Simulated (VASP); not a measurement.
# Li17Br15 (a cell with a defect) in VASP: single point with PBE

Aim: the single point of Li17Br15 (a cell with a defect) with PBE.

All numbers are computed with VASP 6.6.1; they aren't measurements. Logs are shortened: lines on timing, memory, paths and dates and some standing lists are left out, and cuts for length are marked.

## Step 1: The cell of the first run

The cell holds a defect, 32 atoms: a = 9.542 Å, b = 9.542 Å, c = 9.542 Å, α = 109.47°, β = 109.47°, γ = 109.47°.

## Step 2: Single point, PBE

Contents of INCAR:

```
SYSTEM = Li17Br15
ALGO = Normal ; EDIFF = 1E-6
ENCUT = 650 ; GGA = PE
GGA_COMPAT = .FALSE. ; ISIF = 2
ISMEAR = 0 ; LASPH = .TRUE.
LCHARG = .FALSE. ; LREAL = Auto
LWAVE = .FALSE. ; NBANDS = 100
NELECT = 158.0 ; NELM = 120
PREC = Accurate ; SIGMA = 0.01
```

Contents of KPOINTS:

```
Automatic mesh
0
Gamma
  2 2 2
  0.5 0.5 0.5
```

Contents of POSCAR:

```
Li17Br15
1.0
    5.5088933364     -5.5088933364     -5.5088933364
   -5.5088933364     -5.5088933364      5.5088933364
   -5.5088933364      5.5088933364     -5.5088933364
Li Br
17 15
Direct
    0.2500000000      0.2568478952      0.5068478952
    0.2500000000      0.5000000000      0.2500000000
    0.2500000000      0.7431521048     -0.0068478952
    0.0068478952      0.2568478952      0.7500000000
    0.2500000000      0.0000000000      0.7500000000
    0.0068478952      0.5000000000      0.5068478952
    0.0000000000      0.7500000000      0.2500000000
    0.7500000000      0.2500000000      0.0000000000
    1.0000000000      1.0000000000      1.0000000000
    0.7500000000      0.5000000000      0.7500000000
    0.7500000000      0.7500000000      0.5000000000
    0.5000000000      0.2500000000      0.2500000000
    0.7500000000      0.0000000000      0.2500000000
    0.4931521048      0.5000000000     -0.0068478952
    0.4931521048      0.7431521048      0.7500000000
    0.5000000000      0.0000000000      0.5000000000
    0.2500000000      0.5000000000      0.7500000000
    0.2500000000      0.7558363638      0.4941636362
    0.2500000000      0.0000000000      0.2500000000
   -0.0058363638      0.5000000000      0.0058363638
    0.2500000000      0.2441636362      0.0058363638
   -0.0058363638      0.7558363638      0.7500000000
   -0.0058363638     -0.0116727277      0.4941636362
    0.7500000000      0.5000000000      0.2500000000
   -0.0058363638      0.2441636362      0.2383272723
    0.7616727277      0.7558363638      0.0058363638
    0.7500000000      0.0000000000      0.7500000000
    0.5058363638      0.5000000000      0.4941636362
    0.7383272723      0.2441636362      0.4941636362
    0.5058363638      0.7558363638      0.2616727277
    0.5058363638      0.0116727277      0.0058363638
    0.5058363638      0.2441636362      0.7500000000
```

Potentials or basis: VASP PAW PBE potentials, release 64 (Li_sv, Br).

Run with:

```sh
$ cat potpaw_PBE.64/Li_sv/POTCAR potpaw_PBE.64/Br/POTCAR > POTCAR
$ mpirun -np 1 vasp_std > vasp.out
```

OUTCAR:

```text
SYSTEM = Li17Br15
   EDIFF = 1E-6
   ENCUT = 650
   GGA = PE
   ISIF = 2
   ISMEAR = 0
   LASPH = .TRUE.
   LREAL = Auto
   NELECT = 158.0
   NELM = 120
   PREC = Accurate

 ion  position               nearest neighbor table
   1  0.250  0.257  0.507-
   2  0.250  0.500  0.250-
   3  0.250  0.743  0.993-
   4  0.007  0.257  0.750-
   5  0.250  0.000  0.750-
   6  0.007  0.500  0.507-
   7  0.000  0.750  0.250-  23 2.69  26 2.69  18 2.69  20 2.69
   8  0.750  0.250  0.000-  25 2.69  31 2.69  20 2.69  32 2.69
   9  0.000  0.000  0.000-  25 2.69  26 2.69  21 2.69  22 2.69
  10  0.750  0.500  0.750-
  11  0.750  0.750  0.500-  23 2.69  30 2.69  28 2.69  22 2.69
  12  0.500  0.250  0.250-  29 2.69  31 2.69  21 2.69  28 2.69
  13  0.750  0.000  0.250-
  14  0.493  0.500  0.993-
  15  0.493  0.743  0.750-
  16  0.500  0.000  0.500-  29 2.69  30 2.69  18 2.69  32 2.69
  17  0.250  0.500  0.750-
  18  0.250  0.756  0.494-   7 2.69  16 2.69
  19  0.250  0.000  0.250-
  20  0.994  0.500  0.006-   7 2.69   8 2.69
  21  0.250  0.244  0.006-   9 2.69  12 2.69
  22  0.994  0.756  0.750-   9 2.69  11 2.69
  23  0.994  0.988  0.494-   7 2.69  11 2.69
  24  0.750  0.500  0.250-
  25  0.994  0.244  0.238-   8 2.69   9 2.69
  26  0.762  0.756  0.006-   7 2.69   9 2.69
  27  0.750  0.000  0.750-
  28  0.506  0.500  0.494-  11 2.69  12 2.69
  29  0.738  0.244  0.494-  12 2.69  16 2.69
  30  0.506  0.756  0.262-  11 2.69  16 2.69
  31  0.506  0.012  0.006-   8 2.69  12 2.69
  32  0.506  0.244  0.750-   8 2.69  16 2.69

  LATTYP: Found a body centered cubic cell.
 ALAT       =    11.0177866728

  Lattice vectors:

 A1 = (   5.5088933364,  -5.5088933364,  -5.5088933364)
 A2 = (  -5.5088933364,  -5.5088933364,   5.5088933364)
 A3 = (  -5.5088933364,   5.5088933364,  -5.5088933364)

Analysis of symmetry for initial positions (statically):
=====================================================================
 Subroutine PRICEL returns:
 Original cell was already a primitive cell.

 Routine SETGRP: Setting up the symmetry group for a
 body centered cubic supercell.

 Subroutine GETGRP returns: Found 48 space group operations
 (whereof  8 operations were pure point group operations)
 out of a pool of 48 trial point group operations.

[... 159 lines left out ...]
   ISIF   =      2    stress and relaxation
   ISYM   =      2    0-nonsym 1-usesym 2-fastsym
   POTIM  = 0.5000    time-step for ionic-motion
   TEBEG  =    0.0;   TEEND  =   0.0 temperature during run
   PSTRESS=    0.0 pullay stress
   NELECT =     158.0000    total number of electrons
   NUPDOWN=      -1.0000    fix difference up-down
   EMIN   =  10.00;   EMAX   =-10.00  energy-range for DOS
   EFERMI =   0.00;   METHOD = LEGACY
   ISMEAR =     0;   SIGMA  =   0.01  broadening in eV -4-tet -1-fermi 0-gaus
   EFERMI_NEDOS =   21; number of points for ismear=-14 and -15
   IALGO  =     38    algorithm
   IMIX   =      4    mixing-type and parameters
     AMIX     =   0.40;   BMIX     =  1.00
     AMIX_MAG =   1.60;   BMIX_MAG =  1.00
  volume/ion in A,a.u.               =      20.90       141.03
  Fermi-wavevector in a.u.,A,eV,Ry     =   1.012068  1.912530 13.936185  1.024281
  Thomas-Fermi vector in A             =   2.145155
   LORBIT       =      0    0 simple, 1 ext, 2 COOP (PROOUT), +10 PAW based schemes
   GGA     = PE    functional components
   LHFCALC =     F    Hartree Fock is set to
   AEXX    =    0.0000 exact exchange contribution
   IVDW    =     0    specifies the selected vdW correction
   LEPSILON=     F    determine dielectric tensor
   LRPA    =     F    only Hartree local field effects (RPA)
 non-spin polarized calculation
 Gauss-broadening in eV      SIGMA  =   0.01
  energy-cutoff  :      650.00
  volume of cell :      668.73
 maximum number of plane-waves:     25183
   NGX = 39   NGY = 39   NGZ = 39

 number of electron     157.9999994 magnetization

 Free energy of the ion-electron system (eV)
  ---------------------------------------------------
  ext. energy  EPLUGINS =         0.00000000
  ---------------------------------------------------
  free energy    TOTEN  =       -91.29458144 eV

  energy without entropy =      -91.29070506  energy(sigma->0) =      -91.29264325

 E-fermi :   5.2078     XC(G=0):  -8.4321

 val. band max:        5.0452440229   @ k =  -0.2500   0.2500   0.2500
 cond. band min:       5.2108287279   @ k =   0.2500   0.2500   0.2500
 fundamental gap:      0.1655847050
 Fermi energy:         5.2077732301

 k-point     1 :       0.2500    0.2500    0.2500
  band No.  band energies     occupation
      1     -44.6112      2.00000
      2     -44.6112      2.00000
      3     -44.6112      2.00000
      4     -44.6112      2.00000
      5     -44.2666      2.00000
      6     -44.2666      2.00000
[... 83 lines left out ...]
     90       6.7862      0.00000
     91       6.7862      0.00000

 k-point     2 :      -0.2500    0.2500    0.2500
  band No.  band energies     occupation
      1     -44.6112      2.00000
      2     -44.6112      2.00000
      3     -44.6112      2.00000
      4     -44.6112      2.00000
      5     -44.2667      2.00000
      6     -44.2666      2.00000
[... 83 lines left out ...]
     90       7.2201      0.00000
     91       7.3092      0.00000
 [bands above 91 left out]

------------------------ aborting loop because EDIFF is reached ----------------------------------------

  FORCE on cell =-STRESS in cart. coord.  units (eV):
  Direction    XX          YY          ZZ          XY          YZ          ZX
  --------------------------------------------------------------------------------------
  -------------------------------------------------------------------------------------
  Total       18.4052830     18.4052830     18.4052830      0.0000000      0.0000000      0.0000000
  in kB       44.0960816     44.0960816     44.0960816      0.0000000      0.0000000      0.0000000
  external PRESSURE =      44.0960816 kB  Pullay stress =       0.0000000 kB

 VOLUME and BASIS-vectors are now :
 -----------------------------------------------------------------------------
  energy-cutoff  :      650.00
  volume of cell :      668.73
      direct lattice vectors                 reciprocal lattice vectors
     5.508893336 -5.508893336 -5.508893336     0.000000000 -0.090762331 -0.090762331
    -5.508893336 -5.508893336  5.508893336    -0.090762331 -0.090762331  0.000000000
    -5.508893336  5.508893336 -5.508893336    -0.090762331  0.000000000 -0.090762331

 POSITION                                       TOTAL-FORCE (eV/Angst)
 -----------------------------------------------------------------------------------
     -2.82990     -0.00000     -2.75445        -0.007296      0.000000      0.000000
     -2.75445     -2.75445      0.00000        -0.000000      0.000000      0.000000
     -8.18789     -0.00000     -2.75445         0.007296      0.000000      0.000000
     -5.50889      2.67900     -2.75445        -0.000000     -0.007296      0.000000
     -2.75445      2.75445     -5.50889        -0.000000      0.000000      0.000000
     -5.50889     -0.00000     -0.07545        -0.000000      0.000000     -0.007296
[... 24 lines left out ...]
      2.69014     -2.81875     -2.75445         0.001438      0.001438      0.000000
     -2.69014      0.00000     -5.57320        -0.001438      0.000000      0.001438
 -----------------------------------------------------------------------------------
    total drift:                                0.000006     -0.000006      0.000001

  FREE ENERGIE OF THE ION-ELECTRON SYSTEM (eV)
  ---------------------------------------------------
  free  energy   TOTEN  =       -91.2945814354 eV

  energy  without entropy=      -91.2907050586  energy(sigma->0) =      -91.29264325
```

OSZICAR:

```text
N       E                     dE             d eps       ncg     rms          rms(c)
DAV:   1     0.151096188275E+04    0.15110E+04   -0.70877E+04   400   0.178E+03
DAV:   2     0.142197121811E+03   -0.13688E+04   -0.12825E+04   488   0.407E+02
DAV:   3    -0.654711411573E+02   -0.20767E+03   -0.20579E+03   520   0.138E+02
DAV:   4    -0.887518096645E+02   -0.23281E+02   -0.23064E+02   704   0.442E+01
DAV:   5    -0.926611595928E+02   -0.39093E+01   -0.39046E+01   664   0.120E+01    0.103E+01
DAV:   6    -0.915043141422E+02    0.11568E+01   -0.24977E+00   512   0.429E+00    0.705E+00
DAV:   7    -0.912553080636E+02    0.24901E+00   -0.16848E+00   560   0.274E+00    0.412E+00
DAV:   8    -0.912978554890E+02   -0.42547E-01   -0.34902E-01   656   0.108E+00    0.219E+00
DAV:   9    -0.912919211968E+02    0.59343E-02   -0.30937E-02   496   0.411E-01    0.624E-01
DAV:  10    -0.912944008438E+02   -0.24796E-02   -0.91668E-03   600   0.215E-01    0.135E-01
DAV:  11    -0.912944816409E+02   -0.80797E-04   -0.76100E-04   520   0.719E-02    0.797E-02
DAV:  12    -0.912945713530E+02   -0.89712E-04   -0.23780E-04   552   0.384E-02    0.225E-02
DAV:  13    -0.912945813921E+02   -0.10039E-04   -0.22699E-05   536   0.118E-02    0.108E-02
DAV:  14    -0.912945813996E+02   -0.75270E-08   -0.16774E-05   504   0.115E-02    0.380E-03
DAV:  15    -0.912945814354E+02   -0.35845E-07   -0.15853E-06   376   0.378E-03
   1 F= -.91294581E+02 E0= -.91292643E+02  d E =-.387638E-02
```

It took 4.8 min on 1 thread of AMD EPYC 9R45 (Zen 5), shared host; peak memory 0.95 GiB.

What came out:

| Item | Value |
| --- | --- |
| Free energy | -91.2946 eV |
| Largest force | 0.007 eV/Å |

Forces in eV/Å, atoms in the order of the input:
```
Li  -0.007  0.000  0.000
Li   0.000  0.000  0.000
Li   0.007  0.000  0.000
Li   0.000 -0.007  0.000
Li   0.000  0.000  0.000
Li   0.000  0.000 -0.007
Li   0.000  0.000  0.000
Li   0.000  0.000  0.000
Li   0.000  0.000  0.000
Li   0.000  0.000  0.000
Li   0.000  0.000  0.000
Li   0.000  0.000  0.000
Li   0.000  0.000  0.000
Li   0.000  0.000  0.007
Li   0.000  0.007  0.000
Li   0.000  0.000  0.000
Li   0.000  0.000  0.000
Br   0.000  0.001 -0.001
Br   0.000  0.000  0.000
Br   0.001 -0.001  0.000
Br   0.000 -0.001  0.001
Br   0.001  0.000 -0.001
Br  -0.001 -0.001  0.000
Br   0.000  0.000  0.000
Br  -0.001  0.000 -0.001
Br   0.000  0.001  0.001
Br   0.000  0.000  0.000
Br  -0.001  0.001  0.000
Br   0.000 -0.001 -0.001
Br   0.001  0.000  0.001
Br   0.001  0.001  0.000
Br  -0.001  0.000  0.001
```

Levels at points of the mesh, in eV from the Fermi level:
| k point | band 76 | band 77 | band 78 | band 79 | band 80 | band 81 |
| --- | --- | --- | --- | --- | --- | --- |
| (0.25, 0.25, 0.25) | -5.36 | -5.36 | -1.71 | 0.00 | 0.00 | 0.00 |

Caveat: the k points lie up to 0.40 Å⁻¹ apart; the cell carries a net charge on a neutralising background, which shifts energy and pressure; the cell is charged against a uniform background, so pressure and absolute levels hang on convention.
